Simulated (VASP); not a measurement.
# Ca in VASP: a series of runs

Runs on Ca. Level: PBEsol. Tasks: single point.

Everything below comes from runs of VASP 6.6.1. Logs are shortened: lines on timing, memory, paths and dates and some standing lists are left out, and cuts for length are marked.

**1. The cell of the first run**

The cell holds a slab with vacuum, 13 atoms: a = 7.891 Å, b = 7.891 Å, c = 18.443 Å, α = 90.00°, β = 90.00°, γ = 60.00°.

**2. Single point, PBEsol**

Input file INCAR:

```
SYSTEM = Ca
  ALGO = Normal
  EDIFF = 1E-6
  ENCUT = 520
  GGA = PS
  ISIF = 2
  ISMEAR = -1
  LASPH = .True.
  LCHARG = .True.
  LELF = .True.
  LREAL = .False.
  LVHAR = .True.
  LWAVE = .False.
  NBANDS = 77
  NELM = 80
  PREC = Accurate
  SIGMA = 0.05
```

Input file KPOINTS:

```
k-points
0
Gamma
  2 2 1
  0 0 0
```

Input file POSCAR:

```
Ca
1.0
    7.8913120000      0.0000000000      0.0000000000
    3.9456560000      6.8340760000      0.0000000000
    0.0000000000      0.0000000000     18.4432290000
Ca
13
Direct
    0.1666640452      0.1666648132      0.0542204405
    0.6666696209      0.1666648132      0.0542204405
    0.1666686331      0.6666738854      0.0542204405
    0.6666615366      0.6666738854      0.0542204405
   -0.2117632052      0.3770956015      0.2110855968
    0.3453037284      0.3215943165      0.2190072031
   -0.2001047347      0.9090475435      0.2237081153
    0.3031772015      0.9034579071      0.2297645385
    0.0245155283      0.0348840136      0.4127802133
    0.5212487162      0.0139301933      0.4115873636
    0.0203293691      0.5023941788      0.3659120645
    0.5121850882      0.5253087616      0.3852308075
    0.2501372482      0.4282656500      0.5402795790
```

Potentials or basis: VASP PAW PBE potentials, release 64 (Ca_sv).

Launch:

```console
$ cat potpaw_PBE.64/Ca_sv/POTCAR > POTCAR
$ mpirun -np 1 vasp_std > vasp.out
```

OUTCAR:

```text
SYSTEM = Ca
   EDIFF = 1E-6
   ENCUT = 520
   GGA = PS
   ISIF = 2
   ISMEAR = -1
   LASPH = .True.
   LREAL = .False.
   NELM = 80
   PREC = Accurate

 ion  position               nearest neighbor table
   1  0.167  0.167  0.054-
   2  0.667  0.167  0.054-
   3  0.167  0.667  0.054-
   4  0.667  0.667  0.054-
   5  0.788  0.377  0.211-
   6  0.345  0.322  0.219-
   7  0.800  0.909  0.224-
   8  0.303  0.903  0.230-
   9  0.025  0.035  0.413-
  10  0.521  0.014  0.412-
  11  0.020  0.502  0.366-
  12  0.512  0.525  0.385-
  13  0.250  0.428  0.540-

  LATTYP: Found a hexagonal cell.
 ALAT       =     7.8913114274
 C/A-ratio  =     2.3371563991

  Lattice vectors:

 A1 = (  -3.9456560000,  -6.8340760000,   0.0000000000)
 A2 = (   7.8913120000,   0.0000000000,   0.0000000000)
 A3 = (   0.0000000000,   0.0000000000,  18.4432290000)

Analysis of symmetry for initial positions (statically):
=====================================================================
 Subroutine PRICEL returns:
 Original cell was already a primitive cell.

 Routine SETGRP: Setting up the symmetry group for a
 hexagonal supercell.

 Subroutine GETGRP returns: Found  1 space group operations
 (whereof  1 operations were pure point group operations)
 out of a pool of 24 trial point group operations.

The static configuration has the point symmetry C_1 .

Analysis of symmetry for dynamics (positions and initial velocities):
=====================================================================
 Subroutine PRICEL returns:
 Original cell was already a primitive cell.

 Routine SETGRP: Setting up the symmetry group for a
 hexagonal supercell.

 Subroutine GETGRP returns: Found  1 space group operations
 (whereof  1 operations were pure point group operations)
 out of a pool of 24 trial point group operations.

The dynamic configuration has the point symmetry C_1 .

 Subroutine INISYM returns: Found  1 space group operations
 (whereof  1 operations are pure point group operations),
 and found     1 'primitive' translations
[... 99 lines left out ...]
   NSW    =      0    number of steps for IOM
   IBRION =     -1    ionic relax: 0-MD 1-quasi-New 2-CG
   NFREE  =      0    steps in history (QN), initial steepest desc. (CG)
   ISIF   =      2    stress and relaxation
   ISYM   =      2    0-nonsym 1-usesym 2-fastsym
   POTIM  = 0.5000    time-step for ionic-motion
   TEBEG  =    0.0;   TEEND  =   0.0 temperature during run
   PSTRESS=    0.0 pullay stress
   NELECT =     130.0000    total number of electrons
   NUPDOWN=      -1.0000    fix difference up-down
   EMIN   =  10.00;   EMAX   =-10.00  energy-range for DOS
   EFERMI =   0.00;   METHOD = LEGACY
   ISMEAR =    -1;   SIGMA  =   0.05  broadening in eV -4-tet -1-fermi 0-gaus
   EFERMI_NEDOS =   21; number of points for ismear=-14 and -15
   IALGO  =     38    algorithm
   IMIX   =      4    mixing-type and parameters
     AMIX     =   0.40;   BMIX     =  1.00
     AMIX_MAG =   1.60;   BMIX_MAG =  1.00
  volume/ion in A,a.u.               =      76.51       516.32
  Fermi-wavevector in a.u.,A,eV,Ry     =   0.830808  1.569999  9.391310  0.690242
  Thomas-Fermi vector in A             =   1.943588
   LORBIT       =      0    0 simple, 1 ext, 2 COOP (PROOUT), +10 PAW based schemes
   GGA     = PS    functional components
   LHFCALC =     F    Hartree Fock is set to
   AEXX    =    0.0000 exact exchange contribution
   IVDW    =     0    specifies the selected vdW correction
   LEPSILON=     F    determine dielectric tensor
   LRPA    =     F    only Hartree local field effects (RPA)
 non-spin polarized calculation
  energy-cutoff  :      520.00
  volume of cell :      994.64
 maximum number of plane-waves:     26796
 NGX is ok and might be reduce to    60
   NGX = 29   NGY = 29   NGZ = 69

 number of electron     129.9999998 magnetization

 Free energy of the ion-electron system (eV)
  ---------------------------------------------------
  ext. energy  EPLUGINS =         0.00000000
  ---------------------------------------------------
  free energy    TOTEN  =       -23.36953520 eV

  energy without entropy =      -23.17346928  energy(sigma->0) =      -23.27150224

 E-fermi :  -0.0149     XC(G=0):  -5.2360

 val. band max:       -0.0224930739   @ k =   0.0000   0.0000   0.0000
 cond. band min:      -0.0142324735   @ k =   0.5000  -0.0000   0.0000
 fundamental gap:      0.0082606004
 Fermi energy:        -0.0148774447

 k-point     1 :       0.0000    0.0000    0.0000
  band No.  band energies     occupation
      1     -43.1872      2.00000
      2     -42.4972      2.00000
      3     -42.4769      2.00000
      4     -42.4143      2.00000
      5     -42.3566      2.00000
      6     -42.2566      2.00000
[... 309 lines left out ...]
     76       0.6620      0.00000
     77       0.8077      0.00000

------------------------ aborting loop because EDIFF is reached ----------------------------------------

  FORCE on cell =-STRESS in cart. coord.  units (eV):
  Direction    XX          YY          ZZ          XY          YZ          ZX
  --------------------------------------------------------------------------------------
  -------------------------------------------------------------------------------------
  Total       -4.0239075     -3.4056373      0.4224695     -0.1570350     -0.7805199     -1.0168709
  in kB       -6.4817547     -5.4858383      0.6805186     -0.2529537     -1.2572701     -1.6379870
  external PRESSURE =      -3.7623581 kB  Pullay stress =       0.0000000 kB

 VOLUME and BASIS-vectors are now :
 -----------------------------------------------------------------------------
  energy-cutoff  :      520.00
  volume of cell :      994.64
      direct lattice vectors                 reciprocal lattice vectors
     7.891312000  0.000000000  0.000000000     0.126721640 -0.073162780  0.000000000
     3.945656000  6.834076000  0.000000000     0.000000000  0.146325560  0.000000000
     0.000000000  0.000000000 18.443229000     0.000000000  0.000000000  0.054220440

 POSITION                                       TOTAL-FORCE (eV/Angst)
 -----------------------------------------------------------------------------------
      1.97280      1.13900      1.00000        -0.048331      0.037221     -0.079501
      5.91850      1.13900      1.00000        -0.025728      0.031915     -0.292783
      3.94570      4.55610      1.00000         0.027583      0.038489      0.183712
      7.89130      4.55610      1.00000         0.020922      0.260491     -0.119176
      7.70811      2.57710      3.89310         0.368219      0.016352      0.241325
      3.99380      2.19780      4.03920        -0.035823      0.739044     -0.118749
      9.89901      6.21250      4.12590         0.183655     -0.741464      0.191170
      5.95720      6.17430      4.23760        -0.219433     -0.468677      0.102800
      0.33110      0.23840      7.61300        -0.166883     -0.146147     -0.010236
      4.16830      0.09520      7.59100         0.094333      0.058638     -0.277347
      2.14270      3.43340      6.74860         0.033381      0.177593      0.135668
      6.11450      3.59000      7.10490        -0.185874     -0.122090      0.048018
      3.66370      2.92680      9.96450        -0.046021      0.118635     -0.004901
 -----------------------------------------------------------------------------------
    total drift:                                0.000310     -0.000023      0.000687

  FREE ENERGIE OF THE ION-ELECTRON SYSTEM (eV)
  ---------------------------------------------------
  free  energy   TOTEN  =       -23.3695352042 eV

  energy  without entropy=      -23.1734692830  energy(sigma->0) =      -23.27150224
```

OSZICAR:

```text
N       E                     dE             d eps       ncg     rms          rms(c)
DAV:   1     0.118422361636E+04    0.11842E+04   -0.62724E+04   792   0.140E+03
DAV:   2     0.643964170308E+02   -0.11198E+04   -0.11034E+04   640   0.433E+02
DAV:   3    -0.104658277479E+02   -0.74862E+02   -0.73110E+02   952   0.731E+01
[... 12 lines left out ...]
DAV:  16    -0.233688234505E+02   -0.10546E-02   -0.41618E-04   816   0.452E-02    0.261E-02
DAV:  17    -0.233694498768E+02   -0.62643E-03   -0.30157E-04   792   0.407E-02    0.177E-02
DAV:  18    -0.233695207198E+02   -0.70843E-04   -0.50262E-05   696   0.250E-02    0.721E-03
DAV:  19    -0.233695345293E+02   -0.13809E-04   -0.29280E-05   536   0.153E-02    0.672E-03
DAV:  20    -0.233695352042E+02   -0.67497E-06   -0.58762E-06   576   0.708E-03
   1 F= -.23369535E+02 E0= -.23271502E+02  d E =-.196066E+00
```

Run time: 23 min. Hardware: 1 thread of Intel Xeon 8259CL, shared host; peak memory 0.94 GiB.

Results:

| Property | Result |
| --- | --- |
| Free energy | -23.3695 eV |
| Largest force | 0.787 eV/Å |
| Band gap on the k mesh | zero (bands 65 and 66 overlap by 0.17 eV) |

Forces on the atoms (eV/Å):
```
Ca  -0.048  0.037 -0.080
Ca  -0.026  0.032 -0.293
Ca   0.028  0.038  0.184
Ca   0.021  0.260 -0.119
Ca   0.368  0.016  0.241
Ca  -0.036  0.739 -0.119
Ca   0.184 -0.741  0.191
Ca  -0.219 -0.469  0.103
Ca  -0.167 -0.146 -0.010
Ca   0.094  0.059 -0.277
Ca   0.033  0.178  0.136
Ca  -0.186 -0.122  0.048
Ca  -0.046  0.119 -0.005
```

Caveat: the k points lie up to 0.46 Å⁻¹ apart; the atoms stand as in a frame of molecular dynamics; there is no dipole correction, which matters where the two faces differ; the PAW data sets were made with another functional, which shifts forces and pressure a little.

**3. Single point, PBEsol**

Input file INCAR:

```
PREC     = Accurate       # precision mode
ENCUT    = 520            # plane-wave cutoff, eV
EDIFF    = 1E-6           # SCF threshold, eV
ISMEAR   = -1             # smearing method
SIGMA    = 0.05           # smearing width, eV
LREAL    = F              # projectors in reciprocal space
LASPH    = T              # aspherical terms in the spheres
NELM     = 60             # most SCF steps
ALGO     = Normal         # electronic algorithm
ISIF     = 2              # what is computed and relaxed
LWAVE    = F              # write WAVECAR
LCHARG   = T              # write CHGCAR
GGA      = PS             # functional
LELF     = T              # ELF
LVHAR    = T            
NBANDS   = 77             # bands
```

Input file KPOINTS:

```
Automatic mesh
0
Gamma
  2 2 1
```

Input file POSCAR:

```
Ca
1.0
    7.8913120000      0.0000000000      0.0000000000
    3.9456560000      6.8340760000      0.0000000000
    0.0000000000      0.0000000000     18.4432290000
Ca
13
Direct
    0.1666640452      0.1666648132      0.0542204405
    0.6666696209      0.1666648132      0.0542204405
    0.1666686331      0.6666738854      0.0542204405
    0.6666615366      0.6666738854      0.0542204405
   -0.1926632053      0.3754421227      0.2130646429
    0.2808016847      0.4078678668      0.2187144128
   -0.1725929237      0.8641109639      0.2225369538
    0.2968890068      0.8860012678      0.2329852327
    0.0218365725      0.0263532334      0.4184950477
    0.5006850243      0.0447170912      0.4006023023
    0.0290163517      0.5360636902      0.3723805631
    0.5270628237      0.4973020493      0.3758615154
    0.2248321859      0.4696757835      0.5366684977
```

Potentials or basis: VASP PAW PBE potentials, release 64 (Ca_sv).

Launch:

```console
$ cat potpaw_PBE.64/Ca_sv/POTCAR > POTCAR
$ mpirun -np 1 vasp_std > vasp.out
```

Run time: 26 min. Hardware: 1 thread of Intel Xeon 8259CL, shared host; peak memory 0.97 GiB.

The run converged. Its results:

```yaml
Free_energy: -23.3910 eV
Largest_force: 0.951 eV/Å
Band_gap_on_the_k_mesh: zero (bands 65 and 66 overlap by 0.18 eV)
```

Forces in eV/Å, atoms in the order of the input:
```
Ca  -0.009  0.032 -0.004
Ca  -0.052  0.054 -0.048
Ca   0.041  0.176 -0.132
Ca  -0.002  0.159 -0.078
Ca   0.080 -0.168  0.137
Ca   0.422 -0.776 -0.354
Ca  -0.288  0.448  0.008
Ca   0.151 -0.003 -0.070
Ca  -0.008 -0.105 -0.083
Ca   0.023 -0.159 -0.090
Ca  -0.509  0.042  0.116
Ca  -0.009  0.315  0.370
Ca   0.159 -0.017  0.227
```

Levels at points of the mesh, in eV from the Fermi level:
| k point | band 61 | band 62 | band 63 | band 64 | band 65 | band 66 | band 67 | band 68 |
| --- | --- | --- | --- | --- | --- | --- | --- | --- |
| (0.00, 0.00, 0.00) | -0.76 | -0.73 | -0.62 | -0.59 | -0.55 | -0.13 | -0.02 | 0.02 |
| (0.50, 0.00, 0.00) | -0.83 | -0.78 | -0.36 | -0.06 | 0.01 | 0.11 | 0.18 | 0.22 |
| (0.50, 0.50, 0.00) | -0.84 | -0.77 | -0.39 | -0.08 | 0.05 | 0.08 | 0.18 | 0.20 |
| (0.00, 0.50, 0.00) | -0.83 | -0.76 | -0.43 | -0.05 | 0.01 | 0.11 | 0.20 | 0.23 |

Caveat: the k points lie up to 0.46 Å⁻¹ apart; the atoms stand as in a frame of molecular dynamics; there is no dipole correction, which matters where the two faces differ; the PAW data sets were made with another functional, which shifts forces and pressure a little.

The gap in the log of VASP goes by the Fermi energy; the results here count the filled bands.